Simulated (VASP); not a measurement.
# LiH in VASP: settings compared, part 2 of 2

VASP 6.6.1. The steps go on from the part before.

## 5. Single point, r2SCAN (strain along [111] -4.0%)

File POSCAR:

```
LiH
1.0
   -0.0572032536      2.0879187563      2.0879187563
    2.0879187563     -0.0572032536      2.0879187563
    2.0879187563      2.0879187563     -0.0572032536
Li H
1 1
Direct
   -0.0025337371     -0.0025337371     -0.0025337371
    0.2525337371      0.2525337371      0.2525337371
```

File INCAR.step1:

```
  ALGO = Normal
  EDIFF = 1E-4
  ENCUT = 520
  GGA = PE
  ISMEAR = 0
  LASPH = T
  LCHARG = F
  LREAL = F
  LWAVE = T
  NBANDS = 9
  NELM = 80
  PREC = Accurate
  SIGMA = 0.01
```

File INCAR.step2:

```
  ALGO = Normal
  EDIFF = 1E-6
  ENCUT = 520
  ISIF = 2
  ISMEAR = 0
  ISTART = 1
  LASPH = T
  LCHARG = F
  LMIXTAU = T
  LREAL = F
  LWAVE = F
  METAGGA = R2SCAN
  NBANDS = 9
  NELM = 80
  PREC = Accurate
  SIGMA = 0.01
```

File KPOINTS:

```
k-points
0
Gamma
  10 10 10
```

Potentials or basis: VASP PAW PBE potentials, release 64 (Li_sv, H).

Command:

```bash
> cat potpaw_PBE.64/Li_sv/POTCAR potpaw_PBE.64/H/POTCAR > POTCAR
> cp INCAR.step1 INCAR
> mpirun -np 1 vasp_std > vasp.out
> cp INCAR.step2 INCAR
> mpirun -np 1 vasp_std > vasp.out
```

OUTCAR:

```text
EDIFF = 1E-6
   ENCUT = 520
   ISIF = 2
   ISMEAR = 0
   ISTART = 1
   LASPH = T
   LREAL = F
   METAGGA = R2SCAN
   NELM = 80
   PREC = Accurate

 ion  position               nearest neighbor table
   1  0.997  0.997  0.997-
   2  0.253  0.253  0.253-

  LATTYP: Found a trigonal (rhomboedric) cell.
 ALAT       =     2.9533170636
 COS(alpha) =     0.4724254361

  Lattice vectors:

 A1 = (  -0.0572032536,   2.0879187563,   2.0879187563)
 A2 = (   2.0879187563,  -0.0572032536,   2.0879187563)
 A3 = (   2.0879187563,   2.0879187563,  -0.0572032536)

Analysis of symmetry for initial positions (statically):
=====================================================================
 Subroutine PRICEL returns:
 Original cell was already a primitive cell.

 Routine SETGRP: Setting up the symmetry group for a
 trigonal (rhombohedral) supercell.

 Subroutine GETGRP returns: Found  6 space group operations
 (whereof  6 operations were pure point group operations)
 out of a pool of 12 trial point group operations.

The static configuration has the point symmetry C_3v.

Analysis of symmetry for dynamics (positions and initial velocities):
=====================================================================
 Subroutine PRICEL returns:
 Original cell was already a primitive cell.

 Routine SETGRP: Setting up the symmetry group for a
 trigonal (rhombohedral) supercell.

 Subroutine GETGRP returns: Found  6 space group operations
 (whereof  6 operations were pure point group operations)
 out of a pool of 12 trial point group operations.

The dynamic configuration has the point symmetry C_3v.

 Subroutine INISYM returns: Found  6 space group operations
 (whereof  6 operations are pure point group operations),
 and found     1 'primitive' translations

----------------------------------------------------------------------------------------

                                     Primitive cell

  volume of cell :      18.9521

  direct lattice vectors                    reciprocal lattice vectors
    -0.057203254  2.087918756  2.087918756    -0.229849656  0.236324294  0.236324294
     2.087918756 -0.057203254  2.087918756     0.236324294 -0.229849656  0.236324294
     2.087918756  2.087918756 -0.057203254     0.236324294  0.236324294 -0.229849656

  length of vectors
     2.953317064  2.953317064  2.953317064     0.405622001  0.405622001  0.405622001

  position of ions in fractional coordinates (direct lattice)
     0.997466263  0.997466263  0.997466263
     0.252533737  0.252533737  0.252533737

  ion indices of the primitive-cell ions
   primitive index   ion index
                 1           1
                 2           2

----------------------------------------------------------------------------------------

 KPOINTS: k-points

Automatic generation of k-mesh.
 Grid dimensions read from file:
 generate k-points for:   10   10   10

 Generating k-lattice:

  Cartesian coordinates                     Fractional coordinates (reciprocal lattice)
    -0.022984966  0.023632429  0.023632429     0.100000000  0.000000000  0.000000000
     0.023632429 -0.022984966  0.023632429     0.000000000  0.100000000  0.000000000
     0.023632429  0.023632429 -0.022984966     0.000000000  0.000000000  0.100000000

  Length of vectors
     0.040562200  0.040562200  0.040562200

  Shift w.r.t. Gamma in fractional coordinates (k-lattice)
     0.000000000  0.000000000  0.000000000

 Subroutine IBZKPT returns following result:
 ===========================================

 Found    116 irreducible k-points:

 Following reciprocal coordinates:
            Coordinates               Weight
  0.000000  0.000000  0.000000      1.000000
  0.100000  0.000000  0.000000      6.000000
  0.200000  0.000000  0.000000      6.000000
  0.300000  0.000000  0.000000      6.000000
  0.400000  0.000000  0.000000      6.000000
  0.500000  0.000000  0.000000      3.000000
[... 16 lines left out ...]
  0.300000  0.300000 -0.000000      6.000000
  0.400000  0.300000 -0.000000     12.000000
 [... further k-points ...]
   k-points           NKPTS =    116   k-points in BZ     NKDIM =    116   number of bands    NBANDS=      9
   number of dos      NEDOS =    301   number of ions     NIONS =      2
   total plane-waves  NPLWV =  13824
   dimension x,y,z NGX =    24 NGY =   24 NGZ =   24
   dimension x,y,z NGXF=    48 NGYF=   48 NGZF=   48
   ions per type =               1   1
   NGX,Y,Z   is equivalent  to a cutoff of  13.51, 13.51, 13.51 a.u.
   NGXF,Y,Z  is equivalent  to a cutoff of  27.02, 27.02, 27.02 a.u.
 SYSTEM =  unknown system
   PREC   = accura    normal or accurate (medium, high low for compatibility)
   ISTART =      1    job   : 0-new  1-cont  2-samecut
   ICHARG =      0    charge: 1-file 2-atom 10-const
   ISPIN  =      1    spin polarized calculation?
   LNONCOLLINEAR =      F non collinear calculations
   LSORBIT =      F    spin-orbit coupling
   LASPH  =      T    aspherical Exc in radial PAW
   ENCUT  =  520.0 eV  38.22 Ry    6.18 a.u.   5.49  5.49  5.49*2*pi/ulx,y,z
   NELM   =     80;   NELMIN=  2; NELMDL=  0     # of ELM steps
   EDIFF  = 0.1E-05   stopping-criterion for ELM
   LREAL  =      F    real-space projection
   EDIFFG = 0.1E-04   stopping-criterion for IOM
   NSW    =      0    number of steps for IOM
   IBRION =     -1    ionic relax: 0-MD 1-quasi-New 2-CG
   NFREE  =      0    steps in history (QN), initial steepest desc. (CG)
   ISIF   =      2    stress and relaxation
   ISYM   =      2    0-nonsym 1-usesym 2-fastsym
   POTIM  = 0.5000    time-step for ionic-motion
   TEBEG  =    0.0;   TEEND  =   0.0 temperature during run
   PSTRESS=    0.0 pullay stress
   NELECT =       4.0000    total number of electrons
   NUPDOWN=      -1.0000    fix difference up-down
   EMIN   =  10.00;   EMAX   =-10.00  energy-range for DOS
   EFERMI =   0.00;   METHOD = LEGACY
   ISMEAR =     0;   SIGMA  =   0.01  broadening in eV -4-tet -1-fermi 0-gaus
   EFERMI_NEDOS =   21; number of points for ismear=-14 and -15
   IALGO  =     38    algorithm
   IMIX   =      4    mixing-type and parameters
     AMIX     =   0.40;   BMIX     =  1.00
     AMIX_MAG =   1.60;   BMIX_MAG =  1.00
  volume/ion in A,a.u.               =       9.48        63.95
  Fermi-wavevector in a.u.,A,eV,Ry     =   0.974711  1.841936 12.926365  0.950061
  Thomas-Fermi vector in A             =   2.105192
   LORBIT       =      0    0 simple, 1 ext, 2 COOP (PROOUT), +10 PAW based schemes
   METAGGA = R2SCAN    functional components
   LHFCALC =     F    Hartree Fock is set to
   AEXX    =    0.0000 exact exchange contribution
   IVDW    =     0    specifies the selected vdW correction
   LEPSILON=     F    determine dielectric tensor
   LRPA    =     F    only Hartree local field effects (RPA)
 non-spin polarized calculation
 Gauss-broadening in eV      SIGMA  =   0.01
  energy-cutoff  :      520.00
  volume of cell :       18.95
 maximum number of plane-waves:       526
 NGX is ok and might be reduce to    24
   NGX = 11   NGY = 11   NGZ = 11

 number of electron       3.9999996 magnetization

 Free energy of the ion-electron system (eV)
  ---------------------------------------------------
  ext. energy  EPLUGINS =         0.00000000
  ---------------------------------------------------
  free energy    TOTEN  =        -6.70367027 eV

  energy without entropy =       -6.70367027  energy(sigma->0) =       -6.70367027

 E-fermi :  -1.6926     XC(G=0):  -8.0958

 val. band max:       -1.8614751684   @ k =  -0.3000   0.5000   0.2000
 cond. band min:       2.9816013418   @ k =   0.5000   0.0000   0.0000
 fundamental gap:      4.8430765102
 Fermi energy:        -1.6925662214

 k-point     1 :       0.0000    0.0000    0.0000
  band No.  band energies     occupation
      1     -46.4602      2.00000
      2      -5.6192      2.00000
      3      12.6282      0.00000
      4      17.1257      0.00000
      5      17.1257      0.00000
      6      18.2562      0.00000
      7      18.7604      0.00000
      8      18.7604      0.00000
      9      19.9550      0.00000

 k-point     2 :       0.1000    0.0000    0.0000
  band No.  band energies     occupation
      1     -46.4578      2.00000
      2      -5.4607      2.00000
      3      11.4376      0.00000
      4      15.7228      0.00000
      5      16.3618      0.00000
      6      17.3418      0.00000
      7      19.8423      0.00000
      8      20.8385      0.00000
      9      22.0955      0.00000
[... 253 lines left out ...]
 k-point    24 :       0.4000    0.3000   -0.0000
  band No.  band energies     occupation
      1     -46.4317      2.00000
      2      -3.1559      2.00000
      3       6.5772      0.00000
      4       9.8911      0.00000
      5      11.2575      0.00000
      6      12.5970      0.00000
      7      18.5568      0.00000
      8      27.3355      0.00000
      9      28.5530      0.00000

 [... further k-points ...]
[... 5 lines left out ...]
  --------------------------------------------------------------------------------------
  -------------------------------------------------------------------------------------
  Total        0.1146223      0.1146223      0.1146223      0.0869361      0.0869361      0.0869361
  in kB        9.6899737      9.6899737      9.6899737      7.3494264      7.3494264      7.3494264
  external PRESSURE =       9.6899737 kB  Pullay stress =       0.0000000 kB

 VOLUME and BASIS-vectors are now :
 -----------------------------------------------------------------------------
  energy-cutoff  :      520.00
  volume of cell :       18.95
      direct lattice vectors                 reciprocal lattice vectors
    -0.057203254  2.087918756  2.087918756    -0.229849656  0.236324294  0.236324294
     2.087918756 -0.057203254  2.087918756     0.236324294 -0.229849656  0.236324294
     2.087918756  2.087918756 -0.057203254     0.236324294  0.236324294 -0.229849656

 POSITION                                       TOTAL-FORCE (eV/Angst)
 -----------------------------------------------------------------------------------
      4.10820      4.10820      4.10820        -0.003728     -0.003728     -0.003728
      1.04009      1.04009      1.04009         0.003728      0.003728      0.003728
 -----------------------------------------------------------------------------------
    total drift:                               -0.005174     -0.005174     -0.005174

  FREE ENERGIE OF THE ION-ELECTRON SYSTEM (eV)
  ---------------------------------------------------
  free  energy   TOTEN  =        -6.7036702723 eV

  energy  without entropy=       -6.7036702723  energy(sigma->0) =       -6.70367027
```

It took 34 s on 1 thread of Intel Xeon 6975P-C (Granite Rapids), shared host; peak memory 0.15 GiB.

Results:

* Free energy: -6.7037 eV
* Largest force: 0.006 eV/Å
* Band gap on the k mesh: 4.84 eV, indirect (least direct gap 5.78 eV)

Forces on the atoms (eV/Å):
```
Li  -0.004 -0.004 -0.004
H    0.004  0.004  0.004
```

Caveat: the cell differs from its parent crystal (strain along [111] -4.0%); the cutoff is under 1.25 times the usual one of these potentials, so pressure, stress and relaxed cells hold a basis-set (Pulay) error; the PAW data sets were made with another functional, which shifts forces and pressure a little. A k mesh can miss the band edges.

## 6. The runs side by side

| level | cell | smearing | gap on the mesh (eV) |
| --- | --- | --- | --- |
| PBE | a = 2.953 Å, angles 61.8°, 2 atoms | fermi-dirac 0.02 eV | 4.26 |
| PBE | a = 3.052 Å, angles 61.6°, 2 atoms | fermi-dirac 0.02 eV | 4.12 |
| r2SCAN | a = 3.049, b = 3.049, c = 3.034 Å, angles 60.2, 60.2, 59.7°, 2 atoms | gaussian 0.01 eV | 4.77 |
| r2SCAN | a = 2.953 Å, angles 61.8°, 2 atoms | gaussian 0.01 eV | 4.84 |

Alike in all rows: task single point; potentials or basis VASP PAW PBE potentials, release 64 (Li_sv, H); no spin polarisation; k mesh 10 × 10 × 10; cutoff (eV) 520.

Caveats: the cutoff is under 1.25 times the usual one of these potentials, so pressure, stress and relaxed cells hold a basis-set (Pulay) error; the PAW data sets were made with another functional, which shifts forces and pressure a little (some runs).

Absolute energies hang on the potentials; compare differences alone.
